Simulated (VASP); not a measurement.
Write the native input for VASP 6.6.1 that does the following.

```
Task                   : single point
Functional             : PBE
Potentials or basis    : VASP PAW PBE potentials, release 64 (Cs_sv, Li_sv, Cr_pv, Te, S)
Cutoff                 : 520 eV
k mesh                 : 4 × 4 × 3
Occupations            : fermi-dirac, width 0.05 eV
Spin                   : collinear spin, ferromagnetic start
Starting moments       : [0.0, 0.0, 3.0, 3.0, 0.0, 0.0, 0.0, 0.0, 0.0] μB
Hubbard terms          : Cr d U = 3.0 eV
Dipole correction      : no
Further INCAR settings : ALGO = Normal; EDIFF = 1e-07; NBANDS = 47
```

The structure of CsLiCr2Te2S3 lies in POSCAR:

```
CsLiCr2Te2S3
1.0
    3.4216200000     -5.1806900000      0.0078400000
    3.4216200000      5.1806900000      0.0078400000
   -2.9041100000      0.0000000000      7.4309300000
Cs Li Cr Te S
1 1 2 2 3
Direct
    0.0937400000      0.0937400000      0.0085300000
    0.5887500000      0.5887500000      0.5533600000
    0.0564600000      0.4675500000      0.5579000000
    0.4675500000      0.0564600000      0.5579000000
    0.5648600000      0.8735700000      0.2903500000
    0.8735700000      0.5648600000      0.2903500000
    0.8115100000      0.3969700000      0.7334700000
    0.3969700000      0.8115100000      0.7334700000
    0.2140400000      0.2140400000      0.4837100000
```

The input as run:

INCAR

```
PREC = Accurate
ENCUT = 520
EDIFF = 1E-7
ISMEAR = -1
SIGMA = 0.05
LREAL = False
LASPH = True
NELM = 150
ALGO = Normal
ISIF = 2
LWAVE = False
LCHARG = False
ISPIN = 2
MAGMOM = 0 0 3 3 0 0 0 0 0
LORBIT = 11
LMAXMIX = 4
LDAU = True
LDAUTYPE = 2
LDAUL = -1 -1 2 -1 -1
LDAUU = 0 0 3 0 0
LDAUJ = 0 0 0 0 0
LDAUPRINT = 1
GGA = PE
NBANDS = 47
```

KPOINTS

```
Automatic mesh
0
Gamma
  4 4 3
```

Potentials or basis: VASP PAW PBE potentials, release 64 (Cs_sv, Li_sv, Cr_pv, Te, S).

Launch:

```sh
$ cat potpaw_PBE.64/Cs_sv/POTCAR potpaw_PBE.64/Li_sv/POTCAR potpaw_PBE.64/Cr_pv/POTCAR potpaw_PBE.64/Te/POTCAR potpaw_PBE.64/S/POTCAR > POTCAR
$ mpirun -np 1 vasp_std > vasp.out
```

It gave:

The largest force is 1.091 eV/Å. The net moment is 4.98 μB per cell, the site moments are Cs -0.00; Li +0.00; Cr +3.00; Te -0.21; S -0.17, -0.19 μB and the valence electrons inside the program's atomic spheres are Cs 6.56; Li 2.06; Cr 10.78; Te 3.38; S 3.75, 3.78.

Caveat: only a ferromagnetic start was run, and an antiferromagnetic order may lie lower in energy; forces of over 1 eV/Å act on the atoms, so gaps and moduli don't describe the material at rest.

It took 14 min on 1 thread of Intel Xeon 6975P-C (shared host), peak memory 0.69 GiB.
